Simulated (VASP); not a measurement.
P:

```
P
1.0
     0.00000    2.03428    2.03428
     2.03428    0.00000    2.03428
     2.03428    2.03428    0.00000
P
1
Direct
  0.00000 0.00000 0.00000
```

This cell differs from its parent crystal: N replaced by P, lengths x 1.304, strained.

Base run:

| Item | Value |
| --- | --- |
| Program | VASP 6.6.1 |
| Functional | PBE |
| Potentials or basis | VASP PAW PBE potentials, release 64 (P) |
| Cutoff | 500 eV |
| k mesh | 18 × 18 × 18 |
| Occupations | gaussian, width 0.1 eV |
| Spin | no spin polarisation |

Its results: pressure -10.3 GPa.

Q: The run is repeated on the same cell with these changes: k mesh from 18 × 18 × 18 to 8 × 8 × 8. What comes out?

A: Pressure -8.3 GPa.
